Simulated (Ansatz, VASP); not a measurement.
## HfO2 in VASP and in Ansatz

```
CELL_PARAMETERS angstrom
2.52916 -2.52916 0.00000
2.52916 0.00000 -2.52916
5.34700 5.34700 5.34700
ATOMIC_POSITIONS crystal
Hf 0.00000 0.00000 0.78836
Hf 0.33333 0.33333 0.47302
Hf 0.66667 0.66667 0.15768
O 0.66667 0.66667 0.39419
O 0.00000 0.00000 0.07885
O 0.33333 0.33333 0.70952
O 0.66667 0.66667 0.86719
O 0.00000 0.00000 0.55186
O 0.33333 0.33333 0.23652
```

Alike in both runs: task single point; functional r2SCAN; k mesh 7 × 7 × 3; occupations gaussian, width 0.05 eV; no spin polarisation.

|  | VASP | Ansatz |
| --- | --- | --- |
| version | VASP 6.6.1 | Ansatz 0.2.0 |
| potentials or method | VASP PAW PBE potentials, release 64 (Hf_pv, O), cutoff 520 eV | scalar-relativistic, plane waves, PAW |
| valence electrons in the cell | 66 | 114 |

```tsv
	VASP	Ansatz	Ansatz less VASP
gap on the k mesh at the Fermi level (eV)	4.49	4.48	-0.004
least direct gap on the mesh (eV)	4.60	4.59	-0.006
pressure (GPa)	-11.0	-7.4	+3.56
traceless stress, the component that is largest in VASP (GPa)	-0.34	-0.59	-0.247
rms of the force components (eV/Å)	0.249	0.280	+0.0309
```

VASP's potentials were made for PBE, not for r2SCAN. Atom by atom the forces differ by 0.040 eV/Å (rms over components). VASP's potentials hold 66 valence electrons a cell and Ansatz's 114, so a difference there can come from the potentials and not from the codes.

Neither program's run includes spin-orbit coupling.
